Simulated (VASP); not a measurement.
Wanted: the native input for a VASP 6.6.1 run.

```
Task                   : single point
Functional             : PBE
Potentials or basis    : VASP PAW PBE potentials, release 64 (S, H, C)
Cutoff                 : 520 eV
k mesh                 : 1 × 1 × 1
Occupations            : fermi-dirac, width 0.05 eV
Spin                   : no spin polarisation
Dipole correction      : no
Further INCAR settings : LREAL = Auto; ALGO = Normal; EDIFF = 1e-06; NBANDS = 61
```

The structure of H10C2S lies in POSCAR:

```
H10C2S
1.0
    8.2327460000      0.0000000000      0.0000000000
    0.0000000000      8.2327460000      0.0000000000
    0.0000000000      0.0000000000      8.2327460000
S H C
3 30 6
Direct
    0.1610155348      0.3658196184      0.6627314872
   -0.0428532594      0.1528044227      0.1059063404
    0.6772466927      0.2033586364      0.5898153544
    0.0106647284      0.3477454546      0.5828674904
    0.1761380711      0.2276640139      0.6003343234
   -0.0144058860      0.0303908319      0.0263703022
    0.0664055468      0.1164981891      0.2026541327
    0.8219979093      0.1594850612      0.6478761764
    0.5715954312      0.2066746624      0.7267562974
    0.4399625593      0.5437432419      0.0052108980
    0.6361668391      0.4648023879     -0.0337068580
    0.5863292758      0.6416449627     -0.1001245514
    0.5008535427      0.4857917395     -0.2198901800
   -0.0664419867      0.7362913905      0.3323313995
    0.0396101131      0.5837299001      0.4479914721
   -0.0389299026      0.7493368555      0.5515170758
    0.1398925705      0.7786952251      0.4082477463
    0.7252258238      0.5818836145      0.3295012381
    0.5873131517      0.5357507689      0.1629589933
    0.5064045459      0.6715377834      0.3410405228
    0.5465005236      0.4657133841      0.4092923552
    1.2718599602      0.6998879839      1.0305674437
    1.0767245825      0.6742950651      1.1163711355
    1.1342266602      0.5423342345      0.9486020825
    1.1217156463      0.7385992474      0.8986430530
    0.3074794242      0.7017342695      0.6070392552
    0.4421732433      0.8592637256      0.5791141862
    0.3210471937      0.8477730274      0.7831408864
    0.2197201274      0.9162799387      0.6235707989
    0.5368318177      1.0614927267     -0.0082354053
    0.3788164970      1.2039603797      0.0406425754
    0.3456683833      0.9705024302      0.0033038794
    0.3722087381      1.1145005567     -0.1737451878
    0.5243450970      0.5318274121     -0.0945249617
    0.0181591901      0.7173305237      0.4240261998
    0.5880783884      0.5653277776      0.3126781757
    1.1499322340      0.6648085584      1.0019864575
    0.3276792458      0.8236741423      0.6397136508
    0.4122196895      1.0918835587     -0.0432540977
```

The input as run:

INCAR

```
SYSTEM = H10C2S
ALGO     = Normal         ! electronic algorithm
EDIFF    = 1E-6           ! SCF threshold, eV
ENCUT    = 520            ! plane-wave cutoff, eV
GGA      = PE             ! functional
ISIF     = 2              ! what is computed and relaxed
ISMEAR   = -1             ! smearing method
LASPH    = .True.         ! aspherical terms in the spheres
LCHARG   = .False.        ! write CHGCAR
LREAL    = Auto         
LWAVE    = .False.        ! write WAVECAR
NBANDS   = 61             ! bands
NELM     = 80             ! most SCF steps
PREC     = Accurate       ! precision mode
SIGMA    = 0.05           ! smearing width, eV
```

KPOINTS

```
k-points
0
Gamma
  1 1 1
  0 0 0
```

Potentials or basis: VASP PAW PBE potentials, release 64 (S, H, C).

Launch:

```sh
$ cat potpaw_PBE.64/S/POTCAR potpaw_PBE.64/H/POTCAR potpaw_PBE.64/C/POTCAR > POTCAR
$ mpirun -np 1 vasp_gam > vasp.out
```

It gave:

```json
{"Pressure": "-0.3 GPa", "Largest force": "5.456 eV/Å", "Band gap on the k mesh": "4.16 eV"}
```

Caveat: the k points lie up to 0.76 Å⁻¹ apart; the atoms stand as in a frame of molecular dynamics.

It took 2.4 min on 1 thread of Intel Xeon 8259CL, with other jobs on the host, peak memory 0.57 GiB.
